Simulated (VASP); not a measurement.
HfN: single point with LDA

The system is HfN.

```
Hf N
1.0
     0.00000    2.40471    2.40471
     2.40471    0.00000    2.40471
     2.40471    2.40471    0.00000
Hf N
1 1
Direct
  0.00000 0.00000 0.00000
  0.25000 0.25000 0.25000
```

This cell differs from its parent crystal: volume scaled by 0.94.

```json
{"Program": "VASP 6.6.1", "Task": "single point", "Functional": "LDA", "Potentials or basis": "VASP PAW LDA potentials, release 64 (Hf_pv, N)", "Cutoff": "520 eV", "k mesh": "9 × 9 × 9", "Occupations": "fermi-dirac, width 0.05 eV", "Spin": "no spin polarisation"}
```

```json
{"Pressure": "2.5 GPa"}
```

Levels at points of the mesh, in eV from the Fermi level:
```
           k point  band 4  band 5  band 6  band 7  band 8  band 9  band 10  band 11  band 12  band 13
(0.00, 0.00, 0.00)  -16.24   -5.75   -5.75   -5.75   -0.48    2.26     2.26     6.94     6.94     6.94
```

Wall time 18 s on 1 thread of AMD EPYC 7R43 64-Core Processor (Zen 3) (shared host), peak memory 0.11 GiB.

Caveat: spin-orbit coupling is left out, which moves the levels of the heavy elements.
